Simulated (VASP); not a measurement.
CePb, 4 atoms in the cell. The structure is tetragonal, space group I4_1/amd (No. 141). Conventional cell: a = 4.747 Å, b = 4.747 Å, c = 11.394 Å, α = 90.00°, β = 90.00°, γ = 90.00°. Ce (site symmetry -4m2) has 8 Pb at 3.36 to 3.71 Å and 4 Ce at 3.71 Å within 4.4 Å. Within 4.4 Å of Pb (site symmetry -4m2) lie 8 Ce at 3.36 to 3.71 Å and 4 Pb at 3.71 Å. 

```yaml
Program: VASP 6.6.1
Task: single point
Functional: PBE
Potentials_or_basis: VASP PAW PBE potentials, release 64 (Ce, Pb_d)
Cutoff: 520 eV
k_mesh: 8 × 8 × 8
Occupations: gaussian, width 0.05 eV
Spin: no spin polarisation
Hubbard_terms: Ce f U = 5.0 eV
Dipole_correction: no
Further_INCAR_settings: ALGO = Normal; EDIFF = 1e-06; NBANDS = 34
```

Potentials or basis: VASP PAW PBE potentials, release 64 (Ce, Pb_d).

The run is started by

```console
$ cat potpaw_PBE.64/Ce/POTCAR potpaw_PBE.64/Pb_d/POTCAR > POTCAR
$ mpirun -np 1 vasp_std > vasp.out
```

Hardware: 1 thread of Intel(R) Xeon(R) Platinum 8259CL CPU @ 2.50GHz (Skylake/Cascade Lake), on a shared host.

Question: Estimate the wall time of this run.

Answer: Run time: 13 min on 1 thread of Intel(R) Xeon(R) Platinum 8259CL CPU @ 2.50GHz (Skylake/Cascade Lake), with other jobs on the host, peak memory 0.52 GiB. Counts: scf iterations 25, k points 59.
